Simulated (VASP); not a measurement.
Crystal: B.

```
B
1.0
    -1.49549    1.74471    2.59538
     1.49549   -1.74471    2.59538
     1.49549    1.74471   -2.59538
B
3
Direct
  0.50000 0.00000 0.50000
  0.00000 0.00000 0.00000
  0.50000 0.50000 0.00000
```

The cell was generated, and may not be a known phase.

- Program: VASP 6.6.1
- Task: relaxation of cell and atoms
- Functional: PBE
- Potentials or basis: VASP PAW PBE potentials, release 64 (B_h)
- Cutoff: 1230 eV
- k mesh: 8 × 8 × 8
- Occupations: gaussian, width 0.1 eV
- Spin: no spin polarisation

At the start: pressure 1.6 GPa; volume 9.03 Å³/atom.

Q: Where does the relaxation end?

A: Over 20 steps the energy falls by 283.1 meV/atom and the volume is 12.19 Å³/atom (+35.0 %); space group Immm (No. 71, to 0.1 Å) before, I4/mmm (No. 139, to 0.1 Å).

Step by step:
```
step  energy change (eV)  largest force (eV/Å)  pressure (GPa)  volume (Å³)
   1              0.0000                0.0000            1.56        27.09
   2             -0.4036                0.0000           -8.53        27.16
   3             -0.4438                0.0000           -9.24        27.19
   4             -0.5020                0.0000            6.55        25.32
   5             -0.5275                0.0000            0.57        25.93
   6             -0.6015                0.0000            6.82        25.62
   7             -0.6026                0.0000            8.01        25.57
   8             -0.6630                0.0000            6.62        26.43
   9             -0.7563                0.0000            5.28        28.99
  10             -0.7417                0.0000            6.57        33.96
  11             -0.7882                0.0000            4.83        35.02
  12             -0.8407                0.0000            1.01        37.91
  13             -0.8407                0.0000            0.92        37.99
  14             -0.8423                0.0000            0.62        37.91
  15             -0.8455                0.0000           -0.28        37.64
  16             -0.8447                0.0000           -2.06        37.10
  17             -0.8463                0.0000           -1.01        37.42
  18             -0.8480                0.0000           -0.83        37.11
  19             -0.8486                0.0000           -0.66        36.82
  20             -0.8493                0.0000           -0.06        36.58
```

Final structure:
```cif
data_structure
_symmetry_space_group_name_H-M 'P 1'
_symmetry_Int_Tables_number 1
_cell_length_a 4.3975
_cell_length_b 4.3975
_cell_length_c 4.3975
_cell_angle_alpha 138.735
_cell_angle_beta 138.787
_cell_angle_gamma 59.740
_cell_volume 36.58
loop_
_atom_site_label
_atom_site_type_symbol
_atom_site_fract_x
_atom_site_fract_y
_atom_site_fract_z
_atom_site_occupancy
B1 B 0.50000 0.00000 0.50000 1
B2 B 0.00000 0.00000 0.00000 1
B3 B 0.50000 0.50000 0.00000 1
```

Caveat: the volume moved by over 15 % at a fixed basis, so the end points are rough; an odd number of electrons without spin polarisation forces a metal; a magnetic or distorted state may lie lower.
